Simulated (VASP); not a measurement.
# WC (WC type) (P-6m2) in VASP: a series of runs

The runs below take WC (WC type) through relaxation of shape and atoms at fixed volume, relaxation of cell and atoms, with PBE.

Program: VASP 6.6.1. These are calculated values, not measurements. Logs are shortened: lines on timing, memory, paths and dates and some standing lists are left out, and cuts for length are marked.

### 1 The cell of the first run

The structure is hexagonal, space group P-6m2 (No. 187). The conventional cell has a = 2.713 Å, b = 2.713 Å, c = 2.642 Å, α = 90.00°, β = 90.00°, γ = 120.00°. W (site symmetry -6m2) has 6 C at 2.05 Å and 8 W at 2.64 to 2.71 Å within 2.8 Å. C (site symmetry -6m2) has 6 W at 2.05 Å and 8 C at 2.64 to 2.71 Å within 2.8 Å.

### 2 Relaxation of shape and atoms at fixed volume, PBE

INCAR

```
SYSTEM = WC
ALGO     = Normal         ! electronic algorithm
EDIFF    = 1E-6           ! SCF threshold, eV
EDIFFG   = -0.005         ! ionic threshold
ENCUT    = 600            ! plane-wave cutoff, eV
GGA      = PE             ! functional
IBRION   = 2              ! ionic algorithm
ISIF     = 4              ! what is computed and relaxed
ISMEAR   = -1             ! smearing method
LASPH    = .TRUE.         ! aspherical terms in the spheres
LCHARG   = .FALSE.        ! write CHGCAR
LREAL    = .FALSE.        ! projectors in reciprocal space
LWAVE    = .FALSE.        ! write WAVECAR
NELM     = 60             ! most SCF steps
NSW      = 50             ! ionic steps
PREC     = Accurate       ! precision mode
SIGMA    = 0.1            ! smearing width, eV
```

KPOINTS

```
k-points
0
G
  17 17 15
  0 0 0
```

POSCAR

```
WC
1.0
    2.7128785086      0.0000000000      0.0000000000
   -1.3564392543      2.3494217058      0.0000000000
    0.0000000000      0.0000000000      2.6422630518
W C
1 1
Direct
    0.0000000000      0.0000000000      0.0000000000
    0.3333333333      0.6666666667      0.5000000000
```

Potentials or basis: VASP PAW PBE potentials, release 64 (W_sv, C).

Run with:

```bash
cat potpaw_PBE.64/W_sv/POTCAR potpaw_PBE.64/C/POTCAR > POTCAR
mpirun -np 1 vasp_std > vasp.out
```

OUTCAR:

```text
SYSTEM = WC
   EDIFF = 1E-6
   EDIFFG = -0.005
   ENCUT = 600
   GGA = PE
   IBRION = 2
   ISIF = 4
   ISMEAR = -1
   LASPH = .TRUE.
   LREAL = .FALSE.
   NELM = 60
   NSW = 50
   PREC = Accurate

 ion  position               nearest neighbor table
   1  0.000  0.000  0.000-   2 2.05   2 2.05   2 2.05   2 2.05   2 2.05   2 2.05
   2  0.333  0.667  0.500-   1 2.05   1 2.05   1 2.05   1 2.05   1 2.05   1 2.05

  LATTYP: Found a hexagonal cell.
 ALAT       =     2.7128785086
 C/A-ratio  =     0.9739702841

  Lattice vectors:

 A1 = (   2.7128785086,   0.0000000000,   0.0000000000)
 A2 = (  -1.3564392543,   2.3494217058,   0.0000000000)
 A3 = (   0.0000000000,   0.0000000000,   2.6422630518)

Analysis of symmetry for initial positions (statically):
=====================================================================
 Subroutine PRICEL returns:
 Original cell was already a primitive cell.

 Routine SETGRP: Setting up the symmetry group for a
 hexagonal supercell.

 Subroutine GETGRP returns: Found 12 space group operations
 (whereof 12 operations were pure point group operations)
 out of a pool of 24 trial point group operations.

The static configuration has the point symmetry D_3h.

Analysis of symmetry for dynamics (positions and initial velocities):
=====================================================================
 Subroutine PRICEL returns:
 Original cell was already a primitive cell.

 Routine SETGRP: Setting up the symmetry group for a
 hexagonal supercell.

 Subroutine GETGRP returns: Found 12 space group operations
 (whereof 12 operations were pure point group operations)
 out of a pool of 24 trial point group operations.

The dynamic configuration has the point symmetry D_3h.

 Subroutine INISYM returns: Found 12 space group operations
 (whereof 12 operations are pure point group operations),
 and found     1 'primitive' translations

----------------------------------------------------------------------------------------

                                     Primitive cell

  volume of cell :      16.8410

  direct lattice vectors                    reciprocal lattice vectors
     2.712878509  0.000000000  0.000000000     0.368612157  0.212818328  0.000000000
    -1.356439254  2.349421706  0.000000000     0.000000000  0.425636657  0.000000000
     0.000000000  0.000000000  2.642263052     0.000000000  0.000000000  0.378463454

  length of vectors
     2.712878509  2.712878509  2.642263052     0.425636657  0.425636657  0.378463454

[... 117 lines left out ...]
   NGX = 11   NGY = 11   NGZ = 11

--------------------------------------- Ionic step        1  -------------------------------------------

 number of electron      18.0000002 magnetization

 Free energy of the ion-electron system (eV)
  ---------------------------------------------------
  ext. energy  EPLUGINS =         0.00000000
  ---------------------------------------------------
  free energy    TOTEN  =       -20.91456715 eV

  energy without entropy =      -20.90566128  energy(sigma->0) =      -20.91011421

------------------------ aborting loop because EDIFF is reached ----------------------------------------

  FORCE on cell =-STRESS in cart. coord.  units (eV):
  Direction    XX          YY          ZZ          XY          YZ          ZX
  --------------------------------------------------------------------------------------
  -------------------------------------------------------------------------------------
  Total       13.9938592     13.9938592     16.2087682      0.0000000     -0.0000000      0.0000000
  in kB     1331.3146384   1331.3146384   1542.0314136      0.0000000     -0.0000000      0.0000000
  external PRESSURE =    1401.5535635 kB  Pullay stress =       0.0000000 kB
[... 89 lines left out ...]
  FREE ENERGIE OF THE ION-ELECTRON SYSTEM (eV)
  ---------------------------------------------------
  free  energy   TOTEN  =       -20.9278445850 eV

  energy  without entropy=      -20.9195173471  energy(sigma->0) =      -20.92368097

[... ionic steps 4 to 13 ...]

--------------------------------------- Ionic step       14  -------------------------------------------

 number of electron      18.0000003 magnetization

------------------------ aborting loop because EDIFF is reached ----------------------------------------
[... 67 lines left out ...]
--------------------------------------- Ionic step       16  -------------------------------------------

 number of electron      18.0000003 magnetization

 Free energy of the ion-electron system (eV)
  ---------------------------------------------------
  ext. energy  EPLUGINS =         0.00000000
  ---------------------------------------------------
  free energy    TOTEN  =       -20.92784606 eV

  energy without entropy =      -20.91951290  energy(sigma->0) =      -20.92367948

 E-fermi :  14.4196     XC(G=0): -15.0030

 val. band max:       14.4006451210   @ k =   0.4118   0.0588   0.4000
 cond. band min:      14.4819093760   @ k =   0.1176   0.0588   0.4000
 fundamental gap:      0.0812642550
 Fermi energy:        14.4196014729

 k-point     1 :       0.0000    0.0000    0.0000
  band No.  band energies     occupation
      1     -59.3004      2.00000
      2     -23.3029      2.00000
      3     -22.9978      2.00000
      4     -22.9978      2.00000
      5      -1.7592      2.00000
      6       8.6228      2.00000
      7      10.1271      2.00000
      8      10.1271      2.00000
      9      14.3370      1.39118
     10      18.5988      0.00000
     11      18.5988      0.00000
     12      21.1059      0.00000
     13      21.1059      0.00000
[... 354 lines left out ...]
  band No.  band energies     occupation
      1     -59.1911      2.00000
      2     -24.1118      2.00000
      3     -23.3870      2.00000
      4     -23.1262      2.00000
      5       0.9046      2.00000
      6       7.1996      2.00000
      7      10.5272      2.00000
      8      10.6409      2.00000
      9      12.2008      2.00000
     10      16.9373      0.00000
     11      18.0573      0.00000
     12      20.5983      0.00000
     13      23.0568      0.00000

 [... further k-points ...]

------------------------ aborting loop because EDIFF is reached ----------------------------------------

  FORCE on cell =-STRESS in cart. coord.  units (eV):
  Direction    XX          YY          ZZ          XY          YZ          ZX
  --------------------------------------------------------------------------------------
  -------------------------------------------------------------------------------------
  Total       14.6081382     14.6081382     14.6222906      0.0000000      0.0000000     -0.0000000
  in kB     1389.7544653   1389.7544651   1391.1008621      0.0000000      0.0000000     -0.0000000
  external PRESSURE =    1390.2032642 kB  Pullay stress =       0.0000000 kB
[... 17 lines left out ...]
  FREE ENERGIE OF THE ION-ELECTRON SYSTEM (eV)
  ---------------------------------------------------
  free  energy   TOTEN  =       -20.9278460595 eV

  energy  without entropy=      -20.9195128987  energy(sigma->0) =      -20.92367948

 reached required accuracy - stopping structural energy minimisation
```

OSZICAR:

```text
N       E                     dE             d eps       ncg     rms          rms(c)
DAV:   1     0.124000165447E+03    0.12400E+03   -0.10843E+04  6864   0.176E+03
DAV:   2    -0.199570362023E+02   -0.14396E+03   -0.13994E+03  7799   0.421E+02
[... 75 lines left out ...]
DAV:   1    -0.209278457228E+02   -0.44380E-06   -0.43661E-06  7034   0.260E-02    0.192E-03
DAV:   2    -0.209278456217E+02    0.10108E-06   -0.18352E-07  3432   0.467E-03
  15 F= -.20927846E+02 E0= -.20923678E+02  d E =-.803846E-06
       N       E                     dE             d eps       ncg     rms          rms(c)
DAV:   1    -0.209278464700E+02   -0.74720E-06   -0.16542E-05  7139   0.511E-02    0.384E-03
DAV:   2    -0.209278460595E+02    0.41052E-06   -0.73675E-07  4432   0.929E-03
  16 F= -.20927846E+02 E0= -.20923679E+02  d E =-.124160E-05
```

Run time: 86 s. Hardware: 1 thread of Intel Xeon 6975P-C (Granite Rapids), shared host; peak memory 0.21 GiB.

What came out:

```
Free energy               : -20.9278 eV
Energy gained by relaxing : 6.6 meV/atom
Ionic steps               : 16
Pressure after relaxing   : 139.0 GPa
Band gap on the k mesh    : zero (bands 9 and 10 overlap by 1.65 eV)
```

Stress tensor (GPa, compression positive):
```
138.98   0.00   0.00
  0.00 138.98   0.00
  0.00   0.00 139.11
```

The path:
| step | energy change (eV) | largest force (eV/Å) | pressure (GPa) | volume (Å³) |
| --- | --- | --- | --- | --- |
| 1 | 0.0000 | 0.0000 | 140.16 | 16.84 |
| 2 | 0.0353 | 0.0000 | 137.63 | 16.84 |
| 3 | -0.0133 | 0.0000 | 139.03 | 16.84 |
| 4 | -0.0133 | 0.0000 | 139.04 | 16.84 |
| 5 | -0.0133 | 0.0000 | 139.04 | 16.84 |
| 6 | -0.0133 | 0.0000 | 139.04 | 16.84 |
| 7 | -0.0133 | 0.0000 | 139.04 | 16.84 |
| 8 | -0.0133 | 0.0000 | 139.04 | 16.84 |
| 9 | -0.0133 | 0.0000 | 139.04 | 16.84 |
| 10 | -0.0133 | 0.0000 | 139.04 | 16.84 |
| 11 | -0.0133 | 0.0000 | 139.04 | 16.84 |
| 12 | -0.0133 | 0.0000 | 139.04 | 16.84 |
| 13 | -0.0133 | 0.0000 | 139.04 | 16.84 |
| 14 | -0.0133 | 0.0000 | 139.04 | 16.84 |
| 15 | -0.0133 | 0.0000 | 139.03 | 16.84 |
| 16 | -0.0133 | 0.0000 | 139.02 | 16.84 |

Final structure:
```
W C
1.0
     2.69661    0.00000    0.00000
    -1.34830    2.33533    0.00000
     0.00000    0.00000    2.67425
W C
1 1
Direct
  0.00000 0.00000 0.00000
  0.33333 0.66667 0.50000
```

Caveat: spin-orbit coupling is left out, which moves the levels of the heavy elements.

(Part 1 of 2 ends here.)
